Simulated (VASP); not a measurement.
# Mg (Cmcm) in VASP: a series of runs

Mg is run at these levels: PBEsol; tasks: single point.

Everything below comes from runs of VASP 6.6.1. Logs are shortened: lines on timing, memory, paths and dates and some standing lists are left out, and cuts for length are marked.

## Step 1: The cell of the first run

The structure is orthorhombic, space group Cmcm (No. 63). The conventional cell has a = 3.089 Å, b = 5.559 Å, c = 5.210 Å, α = 90.00°, β = 90.00°, γ = 90.00°. Within 4.1 Å of Mg (site symmetry m2m) lie 12 Mg at 3.09 to 3.20 Å.

## Step 2: Single point, PBEsol (strain -0.0375 x Voigt [1, 0, 0, 0, 0, 0])

INCAR

```
SYSTEM = Mg
ALGO = Fast
EDIFF = 1E-6
ENCUT = 520
GGA = PS
ISIF = 2
ISMEAR = 0
LASPH = .True.
LCHARG = .False.
LREAL = .False.
LWAVE = .False.
NBANDS = 9
NELM = 60
PREC = Accurate
SIGMA = 0.15
```

KPOINTS

```
k-points
0
Gamma
  18 18 10
  0 0 0
```

POSCAR

```
Mg
1.0
    3.0889238500      0.0000000000      0.0000000000
   -1.5444619250      2.7793106748      0.0000000000
    0.0000000000      0.0000000000      5.2103300000
Mg
2
Direct
    0.3333333333      0.6666666667      0.2500000000
    0.6666666667      0.3333333333      0.7500000000
```

Potentials or basis: VASP PAW PBE potentials, release 64 (Mg).

Command:

```bash
cat potpaw_PBE.64/Mg/POTCAR > POTCAR
mpirun -np 1 vasp_std > vasp.out
```

OUTCAR:

```text
SYSTEM = Mg
   EDIFF = 1E-6
   ENCUT = 520
   GGA = PS
   ISIF = 2
   ISMEAR = 0
   LASPH = .True.
   LREAL = .False.
   NELM = 60
   PREC = Accurate

 ion  position               nearest neighbor table
   1  0.333  0.667  0.250-   2 3.17   2 3.17   2 3.17   2 3.17   2 3.20   2 3.20
   2  0.667  0.333  0.750-   1 3.17   1 3.17   1 3.17   1 3.17   1 3.20   1 3.20

  LATTYP: Found a base centered orthorhombic cell.
 ALAT       =     3.0889238500
 B/A-ratio  =     1.7995333066
 C/A-ratio  =     1.6867783905

  Lattice vectors:

 A1 = (   1.5444619250,  -2.7793106748,   0.0000000000)
 A2 = (   1.5444619250,   2.7793106748,   0.0000000000)
 A3 = (   0.0000000000,   0.0000000000,   5.2103300000)

Analysis of symmetry for initial positions (statically):
=====================================================================
 Subroutine PRICEL returns:
 Original cell was already a primitive cell.

 Routine SETGRP: Setting up the symmetry group for a
 base centered orthorhombic supercell.

 Subroutine GETGRP returns: Found  8 space group operations
 (whereof  4 operations were pure point group operations)
 out of a pool of  8 trial point group operations.

The static configuration has the point symmetry C_2h.
 The point group associated with its full space group is D_2h.

Analysis of symmetry for dynamics (positions and initial velocities):
=====================================================================
 Subroutine PRICEL returns:
 Original cell was already a primitive cell.

 Routine SETGRP: Setting up the symmetry group for a
 base centered orthorhombic supercell.

 Subroutine GETGRP returns: Found  8 space group operations
 (whereof  4 operations were pure point group operations)
 out of a pool of  8 trial point group operations.

The dynamic configuration has the point symmetry C_2h.
 The point group associated with its full space group is D_2h.

 Subroutine INISYM returns: Found  8 space group operations
 (whereof  4 operations are pure point group operations),
 and found     1 'primitive' translations

----------------------------------------------------------------------------------------

                                     Primitive cell

  volume of cell :      44.7311

  direct lattice vectors                    reciprocal lattice vectors
     3.088923850  0.000000000  0.000000000     0.323737343  0.179900723  0.000000000
    -1.544461925  2.779310675  0.000000000     0.000000000  0.359801446  0.000000000
     0.000000000  0.000000000  5.210330000     0.000000000  0.000000000  0.191926423

  length of vectors
     3.088923850  3.179611685  5.210330000     0.370364871  0.359801446  0.191926423

  position of ions in fractional coordinates (direct lattice)
     0.333333333  0.666666667  0.250000000
     0.666666667  0.333333333  0.750000000

  ion indices of the primitive-cell ions
   primitive index   ion index
                 1           1
                 2           2

----------------------------------------------------------------------------------------

 KPOINTS: k-points

Automatic generation of k-mesh.
 Grid dimensions read from file:
 generate k-points for:   18   18   10

 Generating k-lattice:

  Cartesian coordinates                     Fractional coordinates (reciprocal lattice)
     0.017985408  0.009994485  0.000000000     0.055555556 -0.000000000  0.000000000
     0.000000000  0.019988969  0.000000000     0.000000000  0.055555556  0.000000000
     0.000000000  0.000000000  0.019192642     0.000000000  0.000000000  0.100000000

  Length of vectors
     0.020575826  0.019988969  0.019192642

  Shift w.r.t. Gamma in fractional coordinates (k-lattice)
     0.000000000  0.000000000  0.000000000

 Subroutine IBZKPT returns following result:
 ===========================================

 Found    546 irreducible k-points:

 Following reciprocal coordinates:
            Coordinates               Weight
  0.000000  0.000000  0.000000      1.000000
  0.055556  0.000000  0.000000      4.000000
  0.111111  0.000000  0.000000      4.000000
  0.166667 -0.000000  0.000000      4.000000
  0.222222  0.000000  0.000000      4.000000
  0.277778 -0.000000  0.000000      4.000000
[... 16 lines left out ...]
 -0.333333  0.055556  0.000000      4.000000
 -0.277778  0.055556  0.000000      4.000000
 [... further k-points ...]
   k-points           NKPTS =    546   k-points in BZ     NKDIM =    546   number of bands    NBANDS=      9
   number of dos      NEDOS =    301   number of ions     NIONS =      2
   total plane-waves  NPLWV =  23040
   dimension x,y,z NGX =    24 NGY =   24 NGZ =   40
   dimension x,y,z NGXF=    48 NGYF=   48 NGZF=   80
   ions per type =               2
   NGX,Y,Z   is equivalent  to a cutoff of  12.92, 12.55, 12.76 a.u.
   NGXF,Y,Z  is equivalent  to a cutoff of  25.83, 25.10, 25.53 a.u.
 SYSTEM =  Mg
   PREC   = accura    normal or accurate (medium, high low for compatibility)
   ISTART =      0    job   : 0-new  1-cont  2-samecut
   ICHARG =      2    charge: 1-file 2-atom 10-const
   ISPIN  =      1    spin polarized calculation?
   LNONCOLLINEAR =      F non collinear calculations
   LSORBIT =      F    spin-orbit coupling
   LASPH  =      T    aspherical Exc in radial PAW
   ENCUT  =  520.0 eV  38.22 Ry    6.18 a.u.   5.74  5.91  9.69*2*pi/ulx,y,z
   NELM   =     60;   NELMIN=  2; NELMDL= -5     # of ELM steps
   EDIFF  = 0.1E-05   stopping-criterion for ELM
   LREAL  =      F    real-space projection
   EDIFFG = 0.1E-04   stopping-criterion for IOM
   NSW    =      0    number of steps for IOM
   IBRION =     -1    ionic relax: 0-MD 1-quasi-New 2-CG
   NFREE  =      0    steps in history (QN), initial steepest desc. (CG)
   ISIF   =      2    stress and relaxation
   ISYM   =      2    0-nonsym 1-usesym 2-fastsym
   POTIM  = 0.5000    time-step for ionic-motion
   TEBEG  =    0.0;   TEEND  =   0.0 temperature during run
   PSTRESS=    0.0 pullay stress
   NELECT =       4.0000    total number of electrons
   NUPDOWN=      -1.0000    fix difference up-down
   EMIN   =  10.00;   EMAX   =-10.00  energy-range for DOS
   EFERMI =   0.00;   METHOD = LEGACY
   ISMEAR =     0;   SIGMA  =   0.15  broadening in eV -4-tet -1-fermi 0-gaus
   EFERMI_NEDOS =   21; number of points for ismear=-14 and -15
   IALGO  =     68    algorithm
   IMIX   =      4    mixing-type and parameters
     AMIX     =   0.40;   BMIX     =  1.00
     AMIX_MAG =   1.60;   BMIX_MAG =  1.00
  volume/ion in A,a.u.               =      22.37       150.93
  Fermi-wavevector in a.u.,A,eV,Ry     =   0.732080  1.383430  7.291914  0.535941
  Thomas-Fermi vector in A             =   1.824455
   LORBIT       =      0    0 simple, 1 ext, 2 COOP (PROOUT), +10 PAW based schemes
   GGA     = PS    functional components
   LHFCALC =     F    Hartree Fock is set to
   AEXX    =    0.0000 exact exchange contribution
   IVDW    =     0    specifies the selected vdW correction
   LEPSILON=     F    determine dielectric tensor
   LRPA    =     F    only Hartree local field effects (RPA)
 non-spin polarized calculation
 RMM-DIIS sequential band-by-band and
 Gauss-broadening in eV      SIGMA  =   0.15
  energy-cutoff  :      520.00
  volume of cell :       44.73
 maximum number of plane-waves:      1228
   NGX = 11   NGY = 11   NGZ = 19

 number of electron       4.0000000 magnetization

 Free energy of the ion-electron system (eV)
  ---------------------------------------------------
  ext. energy  EPLUGINS =         0.00000000
  ---------------------------------------------------
  free energy    TOTEN  =        -3.44498929 eV

  energy without entropy =       -3.43567614  energy(sigma->0) =       -3.44033271

 E-fermi :   2.7198     XC(G=0):  -8.6156

 val. band max:        2.7119874447   @ k =   0.0000   0.2778   0.0000
 cond. band min:       2.7270127086   @ k =  -0.3333   0.0556   0.0000
 fundamental gap:      0.0150252639
 Fermi energy:         2.7198453112

 k-point     1 :       0.0000    0.0000    0.0000
  band No.  band energies     occupation
      1      -4.3137      2.00000
      2       0.9009      2.00000
      3       1.3146      2.00000
      4      13.5371      0.00000
      5      13.7038      0.00000
      6      14.4641      0.00000
      7      14.6234      0.00000
      8      14.6708      0.00000
      9      16.6349      0.00000

 k-point     2 :       0.0556    0.0000    0.0000
  band No.  band energies     occupation
      1      -4.2498      2.00000
      2       0.9591      2.00000
      3       1.3767      2.00000
      4      12.7243      0.00000
      5      12.9818      0.00000
      6      14.0144      0.00000
      7      14.7742      0.00000
      8      15.3632      0.00000
      9      17.0373      0.00000

 k-point     3 :       0.1111    0.0000    0.0000
  band No.  band energies     occupation
      1      -4.0585      2.00000
      2       1.1339      2.00000
      3       1.5621      2.00000
      4      11.1031      0.00000
      5      12.0860      0.00000
      6      13.2342      0.00000
      7      15.3331      0.00000
      8      15.7756      0.00000
      9      15.7960      0.00000

 k-point     4 :       0.1667   -0.0000    0.0000
  band No.  band energies     occupation
      1      -3.7404      2.00000
      2       1.4255      2.00000
      3       1.8673      2.00000
      4       9.3738      0.00000
      5      11.4038      0.00000
      6      12.3683      0.00000
      7      14.0626      0.00000
      8      14.7592      0.00000
      9      16.0465      0.00000
[... 205 lines left out ...]
 k-point    22 :      -0.3889    0.0556    0.0000
  band No.  band energies     occupation
      1      -1.5863      2.00000
      2       3.3187      0.00000
      3       3.4325      0.00000
      4       4.5818      0.00000
      5       8.4948      0.00000
      6       8.6699      0.00000
      7       9.7935      0.00000
      8      12.3558      0.00000
      9      13.5948      0.00000

 k-point    23 :      -0.3333    0.0556    0.0000
  band No.  band energies     occupation
      1      -2.3366      2.00000
      2       2.7270      0.94612
      3       3.1114      0.00022
      4       5.4967      0.00000
      5       9.1598      0.00000
      6      10.0736      0.00000
      7      10.6513      0.00000
      8      12.7862      0.00000
      9      14.0093      0.00000

 k-point    24 :      -0.2778    0.0556    0.0000
  band No.  band energies     occupation
      1      -2.9675      2.00000
      2       2.1392      2.00000
      3       2.5856      1.79421
      4       6.9379      0.00000
      5       9.7742      0.00000
      6      11.5861      0.00000
      7      11.6174      0.00000
      8      13.4428      0.00000
      9      14.5433      0.00000

 [... further k-points ...]
[... 5 lines left out ...]
  --------------------------------------------------------------------------------------
  -------------------------------------------------------------------------------------
  Total        0.4296100     -0.0702351     -0.1202373      0.0000000     -0.0000000      0.0000000
  in kB       15.3877624     -2.5156778     -4.3066581      0.0000000     -0.0000000      0.0000000
  external PRESSURE =       2.8551422 kB  Pullay stress =       0.0000000 kB

 VOLUME and BASIS-vectors are now :
 -----------------------------------------------------------------------------
  energy-cutoff  :      520.00
  volume of cell :       44.73
      direct lattice vectors                 reciprocal lattice vectors
     3.088923850  0.000000000  0.000000000     0.323737343  0.179900723  0.000000000
    -1.544461925  2.779310675  0.000000000     0.000000000  0.359801446  0.000000000
     0.000000000  0.000000000  5.210330000     0.000000000  0.000000000  0.191926423

 POSITION                                       TOTAL-FORCE (eV/Angst)
 -----------------------------------------------------------------------------------
     -0.00000      1.85287      1.30258         0.000000      0.029329     -0.000000
      1.54446      0.92644      3.90775         0.000000     -0.029329      0.000000
 -----------------------------------------------------------------------------------
    total drift:                               -0.000000      0.000000     -0.000000

  FREE ENERGIE OF THE ION-ELECTRON SYSTEM (eV)
  ---------------------------------------------------
  free  energy   TOTEN  =        -3.4449892915 eV

  energy  without entropy=       -3.4356761376  energy(sigma->0) =       -3.44033271
```

Run time: 99 s. Hardware: 1 thread of Intel Xeon Platinum 8259CL at 2.50GHz (Skylake/Cascade Lake), shared host; peak memory 0.32 GiB.

What came out:

- Free energy: -3.4450 eV
- Pressure: 0.3 GPa
- Largest force: 0.029 eV/Å
- Band gap on the k mesh: zero (band 2 reaches 3.76 eV, above the bottom of band 3 at 1.31 eV)

Forces in eV/Å, atoms in the order of the input:
```
Mg   0.000  0.029  0.000
Mg   0.000 -0.029  0.000
```

Caveat: the cell differs from its parent crystal (strain -0.0375 x Voigt [1, 0, 0, 0, 0, 0]); the PAW data sets were made with another functional, which shifts forces and pressure a little.

## Step 3: Single point, PBEsol (strain +0.0375 x Voigt [1, 0, 0, 0, 0, 0])

INCAR

```
  ALGO = Fast
  EDIFF = 1E-7
  ENCUT = 520
  GGA = PS
  ISIF = 2
  ISMEAR = 0
  LASPH = True
  LCHARG = False
  LREAL = False
  LWAVE = False
  NBANDS = 9
  NELM = 60
  PREC = Accurate
  SIGMA = 0.15
```

KPOINTS

```
k-points
0
Gamma
  18 18 10
```

POSCAR

```
Mg
1.0
    3.3296192150      0.0000000000      0.0000000000
   -1.6648096075      2.7793106748      0.0000000000
    0.0000000000      0.0000000000      5.2103300000
Mg
2
Direct
    0.3333333333      0.6666666667      0.2500000000
    0.6666666667      0.3333333333      0.7500000000
```

Potentials or basis: VASP PAW PBE potentials, release 64 (Mg).

Command:

```bash
cat potpaw_PBE.64/Mg/POTCAR > POTCAR
mpirun -np 1 vasp_std > vasp.out
```

OUTCAR:

```text
EDIFF = 1E-7
   ENCUT = 520
   GGA = PS
   ISIF = 2
   ISMEAR = 0
   LASPH = True
   LREAL = False
   NELM = 60
   PREC = Accurate

 ion  position               nearest neighbor table
   1  0.333  0.667  0.250-   2 3.20   2 3.20   2 3.23   2 3.23   2 3.23   2 3.23
   2  0.667  0.333  0.750-   1 3.20   1 3.20   1 3.23   1 3.23   1 3.23   1 3.23

  Warning from LATTYP: Monoclinic adjustment (A1->A3, A2->A1, A3->A2)!
  LATTYP: Found a base centered orthorhombic cell.
 ALAT       =     3.3296192150
 B/A-ratio  =     1.6694465615
 C/A-ratio  =     1.5648426032

[... 473 lines left out ...]
      5       8.6571      0.00000
      6      10.5027      0.00000
      7      11.0476      0.00000
      8      12.6799      0.00000
      9      13.5098      0.00000

 [... further k-points ...]
[... 5 lines left out ...]
  --------------------------------------------------------------------------------------
  -------------------------------------------------------------------------------------
  Total       -0.9246435     -0.5273407     -0.5794978      0.0000000      0.0000000      0.0000000
  in kB      -30.7247248    -17.5228595    -19.2559750      0.0000000      0.0000000      0.0000000
  external PRESSURE =     -22.5011864 kB  Pullay stress =       0.0000000 kB

 VOLUME and BASIS-vectors are now :
 -----------------------------------------------------------------------------
  energy-cutoff  :      520.00
  volume of cell :       48.22
      direct lattice vectors                 reciprocal lattice vectors
     3.329619215  0.000000000  0.000000000     0.300334644  0.179900723  0.000000000
    -1.664809608  2.779310675  0.000000000     0.000000000  0.359801446  0.000000000
     0.000000000  0.000000000  5.210330000     0.000000000  0.000000000  0.191926423

 POSITION                                       TOTAL-FORCE (eV/Angst)
 -----------------------------------------------------------------------------------
     -0.00000      1.85287      1.30258         0.000000     -0.026751      0.000000
      1.66481      0.92644      3.90775        -0.000000      0.026751      0.000000
 -----------------------------------------------------------------------------------
    total drift:                                0.000000      0.000000      0.000000

  FREE ENERGIE OF THE ION-ELECTRON SYSTEM (eV)
  ---------------------------------------------------
  free  energy   TOTEN  =        -3.4231745830 eV

  energy  without entropy=       -3.4132190902  energy(sigma->0) =       -3.41819684
```

stdout:

```text
POSCAR found type information on POSCAR Mg
 POSCAR found :  1 types and       2 ions
 scaLAPACK will be used
 -----------------------------------------------------------------------------
|                                                                             |
|                                                                             |
|     You enforced a specific xc type in the INCAR file but a different       |
|     I HOPE YOU KNOW WHAT YOU ARE DOING!                                     |
|                                                                             |
 -----------------------------------------------------------------------------

 LDA part: xc-table for (Slater+PW92), standard interpolation
 POSCAR, INCAR and KPOINTS ok, starting setup
 FFT: planning ... GRIDC
 FFT: planning ... GRID_SOFT
 FFT: planning ... GRID
 WAVECAR not read
 entering main loop
```

It took 2.2 min on 1 thread of Intel Xeon Platinum 8259CL at 2.50GHz (Skylake/Cascade Lake), shared host; peak memory 0.34 GiB.

Results:

```
Free energy            : -3.4232 eV
Pressure               : -2.3 GPa
Largest force          : 0.027 eV/Å
Band gap on the k mesh : zero (band 2 reaches 3.44 eV, above the bottom of band 3 at 1.27 eV)
```

Forces in eV/Å, atoms in the order of the input:
```
Mg   0.000 -0.027  0.000
Mg   0.000  0.027  0.000
```

Caveat: the cell differs from its parent crystal (strain +0.0375 x Voigt [1, 0, 0, 0, 0, 0]); the PAW data sets were made with another functional, which shifts forces and pressure a little.
